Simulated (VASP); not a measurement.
Here is a VASP 6.6.1 calculation.

The input INCAR:

```
ALGO     = Normal         # electronic algorithm
DIPOL    = 0.5 0.5 0.351
EDIFF    = 1E-6           # SCF threshold, eV
ENCUT    = 520            # plane-wave cutoff, eV
GGA      = PE             # functional
IDIPOL   = 3            
ISIF     = 2              # what is computed and relaxed
ISMEAR   = 0              # smearing method
LASPH    = T              # aspherical terms in the spheres
LCHARG   = T              # write CHGCAR
LDIPOL   = T            
LELF     = T              # ELF
LREAL    = F              # projectors in reciprocal space
LVACPOTAV= T            
LVHAR    = T            
LWAVE    = F              # write WAVECAR
NBANDS   = 53             # bands
NELM     = 60             # most SCF steps
PREC     = Accurate       # precision mode
SIGMA    = 0.1            # smearing width, eV
```

KPOINTS

```
k-points
0
Gamma
  10 6 1
```

POSCAR

```
SiRu6
1.0
    2.7197977462      0.0000000000      0.0000000000
    0.0000000000      4.2966597640      0.0000000000
    0.0000000000      0.0000000000     20.8383397414
Ru Si
6 1
Direct
    0.0000000000      0.7500000000      0.1919538720
    0.5000000000      0.2500000000      0.2296314409
    0.5000000000      0.7500000000      0.3049865786
    0.0000000000      0.2500000000      0.3407382302
    0.0000000000      0.7500000000      0.4168575075
    0.5000000000      0.2500000000      0.4481326179
    0.5000000000      0.6500000000      0.5214759856
```

Potentials or basis: VASP PAW PBE potentials, release 64 (Ru_pv, Si).

Launch:

```console
$ cat potpaw_PBE.64/Ru_pv/POTCAR potpaw_PBE.64/Si/POTCAR > POTCAR
$ mpirun -np 1 vasp_std > vasp.out
```

Problem. Estimate the largest force.

Solution. 1.398 eV/Å.

Problem. Predict the band gap on the k mesh.

Solution. Zero (band 44 reaches 2.83 eV, above the bottom of band 45 at 1.35 eV).

Forces in eV/Å, atoms in the order of the input:
```
Ru   0.000  0.025  0.875
Ru   0.000 -0.047 -0.503
Ru   0.000 -0.058 -0.623
Ru   0.000  0.150 -0.189
Ru   0.000  0.016 -0.062
Ru   0.000 -1.309  0.489
Si   0.000  1.224  0.013
```
